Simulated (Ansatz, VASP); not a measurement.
# Two plane-wave programs on SrTiO3

Contents of INCAR:

```
SYSTEM = SrTiO3
PREC = Accurate
ENCUT = 520
EDIFF = 1E-7
ISMEAR = -1
SIGMA = 0.02
LREAL = .False.
LASPH = .True.
NELM = 120
ALGO = Normal
ISIF = 2
LWAVE = .False.
LCHARG = .False.
GGA = PE
IBRION = 2
NSW = 80
EDIFFG = -0.02
GGA_COMPAT = .False.
NELMIN = 4
```

Contents of KPOINTS:

```
Automatic mesh
0
Gamma
  8 8 8
  0 0 0
```

Contents of POSCAR:

```
SrTiO3
1.0
    3.9050000000      0.0000000000      0.0000000000
    0.0000000000      3.9050000000      0.0000000000
    0.0000000000      0.0000000000      3.9831000000
Sr Ti O
1 1 3
Direct
    0.0000000000      0.0000000000      0.0000000000
    0.5000000000      0.5000000000      0.5000000000
    0.0000000000      0.5000000000      0.5000000000
    0.5000000000      0.0000000000      0.5000000000
    0.5000000000      0.5000000000      0.0000000000
```

Input for Ansatz:

```yaml
crystal:
  lattice:
    - [3.905, 0.0, 0.0]
    - [0.0, 3.905, 0.0]
    - [0.0, 0.0, 3.9831]
  atoms:
    - { symbol: Sr, position: [0.0, 0.0, 0.0] }
    - { symbol: Ti, position: [0.5, 0.5, 0.5] }
    - { symbol: O, position: [0.0, 0.5, 0.5] }
    - { symbol: O, position: [0.5, 0.0, 0.5] }
    - { symbol: O, position: [0.5, 0.5, 0.0] }
kpoints:
  mp_grid: { grid: [8, 8, 8] }
scf:
  occupations: { method: fermi_dirac, width: 0.02 }
hamiltonian:
  xc: pbe
  pseudopotentials: { kind: paw }
output:
  forces: true
  stress: true
  populations: true
  efg:
    quadrupole_moments_barn: { Sr: 0.305, Ti: 0.247, O: -0.02558 }
    contact_densities: true
relax:
  f_tol: 0.02
  max_steps: 60
```

Change from the starting cell: z stretched by +2 %, ions relaxed.

Alike in both runs: task relaxation of the atoms; functional PBE; k mesh 8 × 8 × 8; occupations fermi-dirac, width 0.02 eV; no spin polarisation.

```csv
,VASP,Ansatz
version,VASP 6.6.1,Ansatz 0.2.0
potentials or method,"VASP PAW PBE potentials, release 64 (Sr_sv, Ti_sv, O)","plane-wave PAW, scalar-relativistic"
plane-wave cutoff (eV),520,420
valence electrons in the cell,40,40
```

```tsv
	VASP	Ansatz	Ansatz less VASP
gap on the k mesh at the Fermi level, each at its own relaxed structure (eV)	1.78	1.81	+0.031
```

Ansatz's warnings: stress scf threshold loose.

Noted on VASP's run: the relaxation stopped at its first step, so nothing moved.
